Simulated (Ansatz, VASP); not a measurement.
## GaP in VASP and in Ansatz

File INCAR:

```
SYSTEM = GaP
PREC     = Accurate       ! precision mode
ENCUT    = 520            ! plane-wave cutoff, eV
EDIFF    = 1E-7           ! SCF threshold, eV
ISMEAR   = 1              ! smearing method
SIGMA    = 0.4            ! smearing width, eV
LREAL    = .FALSE.        ! projectors in reciprocal space
LASPH    = .TRUE.         ! aspherical terms in the spheres
NELM     = 80             ! most SCF steps
ALGO     = Normal         ! electronic algorithm
ISIF     = 2              ! what is computed and relaxed
LWAVE    = .FALSE.        ! write WAVECAR
LCHARG   = .FALSE.        ! write CHGCAR
GGA      = PE             ! functional
NBANDS   = 16             ! bands
```

KPOINTS

```
regular mesh
0
G
  10 10 10
  0 0 0
```

The input POSCAR:

```
GaP
1.0
    0.0000000000      3.0591436934      2.1628145913
    3.0591436934      0.0000000000      2.1628145913
    3.0591436934      3.0591436934      0.0000000000
Ga P
1 1
Direct
    0.0000000000      0.0000000000      0.0000000000
    0.7500000000      0.7500000000      0.7500000000
```

Input for Ansatz:

```yaml
crystal:
  lattice:
    - [0.0, 3.0591436934, 2.1628145913]
    - [3.0591436934, 0.0, 2.1628145913]
    - [3.0591436934, 3.0591436934, 0.0]
  atoms:
    - { symbol: Ga, position: [0.0, 0.0, 0.0] }
    - { symbol: P, position: [0.75, 0.75, 0.75] }
basis:
  ecutwfc: 420
kpoints:
  mp_grid: { grid: [10, 10, 10] }
hamiltonian:
  xc: pbe
scf:
  occupations: { method: methfessel_paxton, width: 0.4 }
output:
  forces: true
  stress: true
  eigenvalues: true
```

Alike in both runs: task single point; functional PBE; k mesh 10 × 10 × 10; occupations methfessel-paxton of order 1, width 0.4 eV; no spin polarisation.

```csv
,VASP,Ansatz
version,VASP 6.6.1,Ansatz 0.2.0
potentials or method,"VASP PAW PBE potentials, release 64 (Ga_d, P), cutoff 520 eV","scalar-relativistic, plane waves, PAW"
valence electrons in the cell,18,18
```

|  | VASP | Ansatz | Ansatz less VASP |
| --- | --- | --- | --- |
| gap on the k mesh at the Fermi level (eV) | none | none | - |
| pressure (GPa) | -0.7 | -0.8 | -0.01 |
| traceless stress, the component that is largest in VASP (GPa) | 7.53 | 7.54 | +0.007 |

A gap of «none» marks a metal or a gap that the smearing closes. The functional is the same, so the differences come from potentials, cutoffs and numerics.
